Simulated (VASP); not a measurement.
# Ir (Im-3m) in VASP: a series of runs

The runs below take Ir through single point, relaxation of cell and atoms, with PBE.

Everything below comes from runs of VASP 6.6.1. Logs are shortened: lines on timing, memory, paths and dates and some standing lists are left out, and cuts for length are marked.

**1. The cell of the first run**

The structure is cubic, space group Im-3m (No. 229). The conventional cell has a = 3.110 Å, b = 3.110 Å, c = 3.110 Å, α = 90.00°, β = 90.00°, γ = 90.00°. Within 3.6 Å of Ir (site symmetry m-3m) lie 14 Ir at 2.69 to 3.11 Å.

**2. Single point, PBE**

The input, INCAR:

```
SYSTEM = Ir
PREC = Accurate
ENCUT = 520
EDIFF = 1E-6
ISMEAR = 0
SIGMA = 0.1
LREAL = .FALSE.
LASPH = .TRUE.
NELM = 60
ALGO = Normal
ISIF = 2
LWAVE = .FALSE.
LCHARG = .FALSE.
GGA = PE
NBANDS = 10
```

The input, KPOINTS:

```
Automatic mesh
0
G
  8 8 8
  0 0 0
```

The input, POSCAR:

```
Ir
1.0
   -1.5551632273      1.5551632273      1.5551632273
    1.5551632273     -1.5551632273      1.5551632273
    1.5551632273      1.5551632273     -1.5551632273
Ir
1
Direct
    0.0000000000      0.0000000000      0.0000000000
```

Potentials or basis: VASP PAW PBE potentials, release 64 (Ir).

Launch:

```console
> cat potpaw_PBE.64/Ir/POTCAR > POTCAR
> mpirun -np 1 vasp_std > vasp.out
```

OUTCAR:

```text
SYSTEM = Ir
   PREC = Accurate
   ENCUT = 520
   EDIFF = 1E-6
   ISMEAR = 0
   LREAL = .FALSE.
   LASPH = .TRUE.
   NELM = 60
   ISIF = 2
   GGA = PE

 ion  position               nearest neighbor table
   1  0.000  0.000  0.000-

  LATTYP: Found a body centered cubic cell.
 ALAT       =     3.1103264546

  Lattice vectors:

 A1 = (  -1.5551632273,   1.5551632273,   1.5551632273)
 A2 = (   1.5551632273,  -1.5551632273,   1.5551632273)
 A3 = (   1.5551632273,   1.5551632273,  -1.5551632273)

Analysis of symmetry for initial positions (statically):
=====================================================================
 Subroutine PRICEL returns:
 Original cell was already a primitive cell.

 Routine SETGRP: Setting up the symmetry group for a
 body centered cubic supercell.

 Subroutine GETGRP returns: Found 48 space group operations
 (whereof 48 operations were pure point group operations)
 out of a pool of 48 trial point group operations.

The static configuration has the point symmetry O_h .

Analysis of symmetry for dynamics (positions and initial velocities):
=====================================================================
 Subroutine PRICEL returns:
 Original cell was already a primitive cell.

 Routine SETGRP: Setting up the symmetry group for a
 body centered cubic supercell.

 Subroutine GETGRP returns: Found 48 space group operations
 (whereof 48 operations were pure point group operations)
 out of a pool of 48 trial point group operations.

The dynamic configuration has the point symmetry O_h .

 Subroutine INISYM returns: Found 48 space group operations
 (whereof 48 operations are pure point group operations),
 and found     1 'primitive' translations

----------------------------------------------------------------------------------------

                                     Primitive cell

  volume of cell :      15.0449

  direct lattice vectors                    reciprocal lattice vectors
    -1.555163227  1.555163227  1.555163227     0.000000000  0.321509660  0.321509660
     1.555163227 -1.555163227  1.555163227     0.321509660  0.000000000  0.321509660
     1.555163227  1.555163227 -1.555163227     0.321509660  0.321509660  0.000000000

  length of vectors
     2.693621724  2.693621724  2.693621724     0.454683321  0.454683321  0.454683321

  position of ions in fractional coordinates (direct lattice)
     0.000000000  0.000000000  0.000000000

  ion indices of the primitive-cell ions
   primitive index   ion index
                 1           1

----------------------------------------------------------------------------------------

 KPOINTS: Automatic mesh

Automatic generation of k-mesh.
 Grid dimensions read from file:
 generate k-points for:    8    8    8

 Generating k-lattice:

  Cartesian coordinates                     Fractional coordinates (reciprocal lattice)
     0.000000000  0.040188707  0.040188707     0.125000000  0.000000000  0.000000000
     0.040188707  0.000000000  0.040188707     0.000000000  0.125000000  0.000000000
     0.040188707  0.040188707  0.000000000     0.000000000  0.000000000  0.125000000

  Length of vectors
     0.056835415  0.056835415  0.056835415

  Shift w.r.t. Gamma in fractional coordinates (k-lattice)
     0.000000000  0.000000000  0.000000000

 Subroutine IBZKPT returns following result:
 ===========================================

 Found     29 irreducible k-points:

 Following reciprocal coordinates:
            Coordinates               Weight
  0.000000  0.000000  0.000000      1.000000
  0.125000  0.000000  0.000000     12.000000
  0.250000  0.000000  0.000000     12.000000
  0.375000  0.000000  0.000000     12.000000
  0.500000  0.000000  0.000000      6.000000
  0.125000  0.125000  0.000000     24.000000
[... 16 lines left out ...]
 -0.250000  0.250000  0.250000      6.000000
 -0.375000  0.375000  0.250000     24.000000
 [... further k-points ...]
   k-points           NKPTS =     29   k-points in BZ     NKDIM =     29   number of bands    NBANDS=     10
   number of dos      NEDOS =    301   number of ions     NIONS =      1
   total plane-waves  NPLWV =   8000
   dimension x,y,z NGX =    20 NGY =   20 NGZ =   20
   dimension x,y,z NGXF=    40 NGYF=   40 NGZF=   40
   ions per type =               1
   NGX,Y,Z   is equivalent  to a cutoff of  12.34, 12.34, 12.34 a.u.
   NGXF,Y,Z  is equivalent  to a cutoff of  24.69, 24.69, 24.69 a.u.
 SYSTEM =  Ir
   PREC   = accura    normal or accurate (medium, high low for compatibility)
   ISTART =      0    job   : 0-new  1-cont  2-samecut
   ICHARG =      2    charge: 1-file 2-atom 10-const
   ISPIN  =      1    spin polarized calculation?
   LNONCOLLINEAR =      F non collinear calculations
   LSORBIT =      F    spin-orbit coupling
   LASPH  =      T    aspherical Exc in radial PAW
   ENCUT  =  520.0 eV  38.22 Ry    6.18 a.u.   5.01  5.01  5.01*2*pi/ulx,y,z
   NELM   =     60;   NELMIN=  2; NELMDL= -5     # of ELM steps
   EDIFF  = 0.1E-05   stopping-criterion for ELM
   LREAL  =      F    real-space projection
   EDIFFG = 0.1E-04   stopping-criterion for IOM
   NSW    =      0    number of steps for IOM
   IBRION =     -1    ionic relax: 0-MD 1-quasi-New 2-CG
   NFREE  =      0    steps in history (QN), initial steepest desc. (CG)
   ISIF   =      2    stress and relaxation
   ISYM   =      2    0-nonsym 1-usesym 2-fastsym
   POTIM  = 0.5000    time-step for ionic-motion
   TEBEG  =    0.0;   TEEND  =   0.0 temperature during run
   PSTRESS=    0.0 pullay stress
   NELECT =       9.0000    total number of electrons
   NUPDOWN=      -1.0000    fix difference up-down
   EMIN   =  10.00;   EMAX   =-10.00  energy-range for DOS
   EFERMI =   0.00;   METHOD = LEGACY
   ISMEAR =     0;   SIGMA  =   0.10  broadening in eV -4-tet -1-fermi 0-gaus
   EFERMI_NEDOS =   21; number of points for ismear=-14 and -15
   IALGO  =     38    algorithm
   IMIX   =      4    mixing-type and parameters
     AMIX     =   0.40;   BMIX     =  1.00
     AMIX_MAG =   1.60;   BMIX_MAG =  1.00
  volume/ion in A,a.u.               =      15.04       101.53
  Fermi-wavevector in a.u.,A,eV,Ry     =   1.379409  2.606705 25.888743  1.902769
  Thomas-Fermi vector in A             =   2.504381
   LORBIT       =      0    0 simple, 1 ext, 2 COOP (PROOUT), +10 PAW based schemes
   GGA     = PE    functional components
   LHFCALC =     F    Hartree Fock is set to
   AEXX    =    0.0000 exact exchange contribution
   IVDW    =     0    specifies the selected vdW correction
   LEPSILON=     F    determine dielectric tensor
   LRPA    =     F    only Hartree local field effects (RPA)
 non-spin polarized calculation
 Gauss-broadening in eV      SIGMA  =   0.10
  energy-cutoff  :      520.00
  volume of cell :       15.04
 maximum number of plane-waves:       420
   NGX =  9   NGY =  9   NGZ =  9

 number of electron       9.0000002 magnetization

 Free energy of the ion-electron system (eV)
  ---------------------------------------------------
  ext. energy  EPLUGINS =         0.00000000
  ---------------------------------------------------
  free energy    TOTEN  =        -8.20580003 eV

  energy without entropy =       -8.19011988  energy(sigma->0) =       -8.19795996

 E-fermi :   9.1513     XC(G=0): -13.6033

 val. band max:        9.1511234508   @ k =   0.5000   0.0000   0.0000
 cond. band min:       9.1547502203   @ k =  -0.3750  -0.3750   0.1250
 fundamental gap:      0.0036267694
 Fermi energy:         9.1512832531

 k-point     1 :       0.0000    0.0000    0.0000
  band No.  band energies     occupation
      1      -1.0876      2.00000
      2       5.7492      2.00000
      3       5.7492      2.00000
      4       5.7492      2.00000
      5       8.6590      2.00000
      6       8.6590      2.00000
      7      26.0808      0.00000
      8      26.0808      0.00000
      9      26.0808      0.00000
     10      36.5755      0.00000

 k-point     2 :       0.1250    0.0000    0.0000
  band No.  band energies     occupation
      1      -0.4175      2.00000
      2       5.4552      2.00000
      3       5.7138      2.00000
      4       6.3432      2.00000
      5       8.3194      2.00000
      6       8.6839      2.00000
      7      26.3336      0.00000
      8      26.6698      0.00000
      9      27.1252      0.00000
     10      33.0221      0.00000

 k-point     3 :       0.2500    0.0000    0.0000
  band No.  band energies     occupation
      1       1.1665      2.00000
      2       4.8097      2.00000
      3       5.6582      2.00000
      4       7.9862      2.00000
      5       8.1511      2.00000
      6       8.7993      2.00000
      7      24.5283      0.00000
      8      25.2333      0.00000
      9      29.8845      0.00000
     10      32.1314      0.00000

 k-point     4 :       0.3750    0.0000    0.0000
  band No.  band energies     occupation
      1       2.0244      2.00000
      2       4.2356      2.00000
      3       7.0680      2.00000
      4       8.5256      2.00000
      5       9.0029      1.96409
      6      10.1193      0.00000
      7      19.6347      0.00000
      8      23.0941      0.00000
      9      27.7181      0.00000
     10      33.2990      0.00000

 k-point     5 :       0.5000    0.0000    0.0000
  band No.  band energies     occupation
      1       2.0179      2.00000
      2       4.0146      2.00000
      3       8.4812      2.00000
      4       9.1184      1.35843
      5       9.1511      1.00180
      6      11.2801      0.00000
      7      16.7685      0.00000
      8      22.1989      0.00000
      9      25.7287      0.00000
     10      33.7628      0.00000

 k-point     6 :       0.1250    0.1250    0.0000
  band No.  band energies     occupation
      1       0.7705      2.00000
      2       5.1665      2.00000
      3       5.2943      2.00000
      4       7.6231      2.00000
      5       7.9550      2.00000
      6       8.8714      1.99992
      7      26.0567      0.00000
      8      26.2442      0.00000
      9      28.0168      0.00000
     10      30.5184      0.00000

 k-point     7 :       0.2500    0.1250    0.0000
  band No.  band energies     occupation
      1       2.2464      2.00000
      2       4.5756      2.00000
      3       5.4464      2.00000
      4       8.0707      2.00000
      5       9.0639      1.78369
      6       9.8958      0.00000
      7      21.8685      0.00000
      8      24.3188      0.00000
      9      27.3522      0.00000
     10      30.4007      0.00000

 k-point     8 :       0.3750    0.1250    0.0000
  band No.  band energies     occupation
      1       2.4826      2.00000
      2       4.1977      2.00000
      3       6.9943      2.00000
      4       8.4263      2.00000
      5       9.4454      0.00003
      6      12.2838      0.00000
      7      17.3908      0.00000
      8      22.6074      0.00000
      9      25.1383      0.00000
     10      32.9675      0.00000

 k-point     9 :       0.2500    0.2500    0.0000
  band No.  band energies     occupation
      1       3.2014      2.00000
      2       4.5198      2.00000
      3       5.4434      2.00000
      4       8.2988      2.00000
      5       9.1907      0.57700
      6      12.8741      0.00000
      7      18.5219      0.00000
      8      21.8437      0.00000
      9      25.7689      0.00000
     10      30.8128      0.00000
[... 118 lines left out ...]
 k-point    19 :       0.5000    0.5000    0.1250
  band No.  band energies     occupation
      1       2.5639      2.00000
      2       4.6431      2.00000
      3       6.4385      2.00000
      4       7.7417      2.00000
      5      11.1783      0.00000
      6      12.0846      0.00000
      7      16.6524      0.00000
      8      23.6039      0.00000
      9      24.5622      0.00000
     10      31.9687      0.00000

 k-point    20 :      -0.3750    0.5000    0.1250
  band No.  band energies     occupation
      1       3.3716      2.00000
      2       4.7390      2.00000
      3       5.4449      2.00000
      4       7.8250      2.00000
      5       9.9512      0.00000
      6      13.4074      0.00000
      7      17.7251      0.00000
      8      21.9119      0.00000
      9      26.6829      0.00000
     10      30.4241      0.00000

 k-point    21 :      -0.3750   -0.3750    0.1250
  band No.  band energies     occupation
      1       4.3797      2.00000
      2       4.4656      2.00000
      3       4.4656      2.00000
      4       9.1548      0.96090
      5       9.1548      0.96089
      6      16.0623      0.00000
      7      17.8115      0.00000
      8      17.8115      0.00000
      9      30.0346      0.00000
     10      30.0956      0.00000

 k-point    22 :       0.2500    0.2500    0.2500
  band No.  band energies     occupation
      1       4.6882      2.00000
      2       4.6882      2.00000
      3       4.6882      2.00000
      4       9.2106      0.40188
      5       9.2106      0.40188
      6      14.4752      0.00000
      7      19.3669      0.00000
      8      19.3669      0.00000
      9      19.3669      0.00000
     10      37.5233      0.00000

 k-point    23 :      -0.2500    0.2500    0.2500
  band No.  band energies     occupation
      1       3.0501      2.00000
      2       5.0641      2.00000
      3       6.5431      2.00000
      4       6.5431      2.00000
      5       7.8716      2.00000
      6       9.8052      0.00000
      7      24.0946      0.00000
      8      26.7268      0.00000
      9      26.7268      0.00000
     10      27.7853      0.00000

 k-point    24 :      -0.3750    0.3750    0.2500
  band No.  band energies     occupation
      1       3.5907      2.00000
      2       4.2250      2.00000
      3       6.5531      2.00000
      4       7.3038      2.00000
      5       9.6877      0.00000
      6      11.3590      0.00000
      7      20.8487      0.00000
      8      23.6192      0.00000
      9      25.7396      0.00000
     10      28.9090      0.00000

 [... further k-points ...]
[... 5 lines left out ...]
  --------------------------------------------------------------------------------------
  -------------------------------------------------------------------------------------
  Total        0.0743111      0.0743111      0.0743111      0.0000000      0.0000000     -0.0000000
  in kB        7.9136374      7.9136374      7.9136374      0.0000000      0.0000000     -0.0000000
  external PRESSURE =       7.9136374 kB  Pullay stress =       0.0000000 kB

 VOLUME and BASIS-vectors are now :
 -----------------------------------------------------------------------------
  energy-cutoff  :      520.00
  volume of cell :       15.04
      direct lattice vectors                 reciprocal lattice vectors
    -1.555163227  1.555163227  1.555163227     0.000000000  0.321509660  0.321509660
     1.555163227 -1.555163227  1.555163227     0.321509660  0.000000000  0.321509660
     1.555163227  1.555163227 -1.555163227     0.321509660  0.321509660  0.000000000

 POSITION                                       TOTAL-FORCE (eV/Angst)
 -----------------------------------------------------------------------------------
      0.00000      0.00000      0.00000         0.000000      0.000000      0.000000
 -----------------------------------------------------------------------------------
    total drift:                                0.000000     -0.000000      0.000000

  FREE ENERGIE OF THE ION-ELECTRON SYSTEM (eV)
  ---------------------------------------------------
  free  energy   TOTEN  =        -8.2058000314 eV

  energy  without entropy=       -8.1901198798  energy(sigma->0) =       -8.19795996
```

Wall time 7.6 s (1 thread of AMD EPYC 7R13, shared host); peak memory 0.1 GiB.

Results:

```
Free energy : -8.2058 eV
Pressure    : 0.8 GPa
```

Caveat: spin-orbit coupling is left out, which moves the levels of the heavy elements.

**3. Single point, PBE**

This run uses another cell than the first one, of 15.74 Å³/atom, 1.046 times its volume.

The input, INCAR:

```
SYSTEM = Ir
ALGO = Fast
EDIFF = 1E-6
ENCUT = 520
GGA = PE
ISIF = 2
ISMEAR = 0
LASPH = .TRUE.
LCHARG = .TRUE.
LELF = .TRUE.
LREAL = .FALSE.
LVHAR = .TRUE.
LWAVE = .FALSE.
NBANDS = 10
NELM = 80
PREC = Accurate
SIGMA = 0.1
```

The input, KPOINTS:

```
k-points
0
G
  8 8 8
  0 0 0
```

The input, POSCAR:

```
Ir
1.0
   -1.5788553348      1.5788553348      1.5788553348
    1.5788553348     -1.5788553348      1.5788553348
    1.5788553348      1.5788553348     -1.5788553348
Ir
1
Direct
    0.0000000000      0.0000000000      0.0000000000
```

Potentials or basis: VASP PAW PBE potentials, release 64 (Ir).

Launch:

```console
> cat potpaw_PBE.64/Ir/POTCAR > POTCAR
> mpirun -np 1 vasp_std > vasp.out
```

OUTCAR:

```text
SYSTEM = Ir
   EDIFF = 1E-6
   ENCUT = 520
   GGA = PE
   ISIF = 2
   ISMEAR = 0
   LASPH = .TRUE.
   LREAL = .FALSE.
   NELM = 80
   PREC = Accurate

 ion  position               nearest neighbor table
   1  0.000  0.000  0.000-

  LATTYP: Found a body centered cubic cell.
 ALAT       =     3.1577106696

  Lattice vectors:

 A1 = (  -1.5788553348,   1.5788553348,   1.5788553348)
 A2 = (   1.5788553348,  -1.5788553348,   1.5788553348)
[... 483 lines left out ...]
      1       3.2424      2.00000
      2       3.8720      2.00000
      3       6.0392      2.00000
      4       6.7426      2.00000
      5       8.9563      0.00000
      6      10.5467      0.00000
      7      19.6852      0.00000
      8      22.4128      0.00000
      9      24.5828      0.00000
     10      27.6932      0.00000

 [... further k-points ...]
[... 5 lines left out ...]
  --------------------------------------------------------------------------------------
  -------------------------------------------------------------------------------------
  Total       -1.1703014     -1.1703014     -1.1703014     -0.0000000     -0.0000000      0.0000000
  in kB     -119.1026147   -119.1026147   -119.1026147     -0.0000000     -0.0000000      0.0000000
  external PRESSURE =    -119.1026147 kB  Pullay stress =       0.0000000 kB

 VOLUME and BASIS-vectors are now :
 -----------------------------------------------------------------------------
  energy-cutoff  :      520.00
  volume of cell :       15.74
      direct lattice vectors                 reciprocal lattice vectors
    -1.578855335  1.578855335  1.578855335     0.000000000  0.316685126  0.316685126
     1.578855335 -1.578855335  1.578855335     0.316685126  0.000000000  0.316685126
     1.578855335  1.578855335 -1.578855335     0.316685126  0.316685126  0.000000000

 POSITION                                       TOTAL-FORCE (eV/Angst)
 -----------------------------------------------------------------------------------
      0.00000      0.00000      0.00000         0.000000     -0.000000     -0.000000
 -----------------------------------------------------------------------------------
    total drift:                                0.000000     -0.000000     -0.000000

  FREE ENERGIE OF THE ION-ELECTRON SYSTEM (eV)
  ---------------------------------------------------
  free  energy   TOTEN  =        -8.1812519309 eV

  energy  without entropy=       -8.1651966611  energy(sigma->0) =       -8.17322430
```

Run time: 11 s. Hardware: 1 thread of AMD EPYC 7R13, shared host; peak memory 0.1 GiB.

What came out:

```
Free energy : -8.1813 eV
Pressure    : -11.9 GPa
```

Caveat: spin-orbit coupling is left out, which moves the levels of the heavy elements.

[end of part 1 of 2]
